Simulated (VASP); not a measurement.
Crystal: Li2Sb3.

```
Li Sb
1.0
     4.27732    0.00000    0.00000
    -2.13866    3.70427    0.00000
     0.00000    0.00000    6.65482
Li Sb
2 3
Cartesian
  0.0000 2.4695 1.6304
  2.1387 1.2348 5.0244
  0.0000 0.0000 0.0000
  0.0000 2.4695 4.2924
  2.1387 1.2348 2.3625
```

* Program: VASP 6.6.1
* Task: relaxation of cell and atoms
* Functional: PBE
* Potentials or basis: VASP PAW PBE potentials, release 64 (Li_sv, Sb)
* Cutoff: 600 eV
* k mesh: 6 × 6 × 4
* Occupations: gaussian, width 0.1 eV
* Spin: no spin polarisation

At the start: pressure 6.7 GPa; volume 21.09 Å³/atom.

Question: Where does the relaxation end?

Answer: Over 24 steps the energy falls by 185.3 meV/atom and the volume is 23.40 Å³/atom (+11.0 %); space group P-3m1 (No. 164, to 0.05 Å).

The path:
```csv
step,energy change (eV),largest force (eV/Å),pressure (GPa),volume (Å³)
1,0.0000,1.1365,6.69,105.44
2,-0.3950,0.6997,-0.04,119.44
3,-0.4062,0.6246,-1.11,122.77
4,-0.5066,0.6107,-1.04,122.06
5,-0.6946,0.5911,-0.39,119.51
6,-0.6764,0.6522,2.09,112.39
7,-0.7370,0.6701,0.64,116.43
8,-0.7300,0.6871,1.31,114.51
9,-0.7904,0.4571,0.68,115.51
10,-0.8140,0.1230,-0.04,116.91
11,-0.8153,0.1922,0.08,116.63
12,-0.8415,0.1834,0.11,116.59
13,-0.8834,0.1510,0.17,116.31
14,-0.8850,0.1440,0.20,116.21
15,-0.8890,0.1387,-0.01,116.74
16,-0.8957,0.1238,-0.61,118.35
17,-0.8984,0.1221,-0.55,118.17
18,-0.9059,0.1174,-0.36,117.60
19,-0.9166,0.1063,0.05,116.48
20,-0.9139,0.1765,1.08,114.25
21,-0.9199,0.0940,0.43,115.58
22,-0.9236,0.0660,0.28,116.06
23,-0.9257,0.0812,0.07,116.81
24,-0.9265,0.0384,-0.02,116.99
```

Final structure:
```yaml
crystal:
  lattice:
    - [4.74673, 0.00000, 0.00000]
    - [-2.37337, 4.11079, 0.00000]
    - [0.00000, 0.00000, 5.99578]
  atoms:
    - { symbol: Li, position: [0.33333, 0.66667, 0.13830] }
    - { symbol: Li, position: [0.66667, 0.33333, 0.86170] }
    - { symbol: Sb, position: [0.00000, 0.00000, 0.00000] }
    - { symbol: Sb, position: [0.33333, 0.66667, 0.63492] }
    - { symbol: Sb, position: [0.66667, 0.33333, 0.36508] }
```

Caveat: the cutoff is under 1.25 times the usual one of these potentials, so pressure, stress and relaxed cells hold a basis-set (Pulay) error.
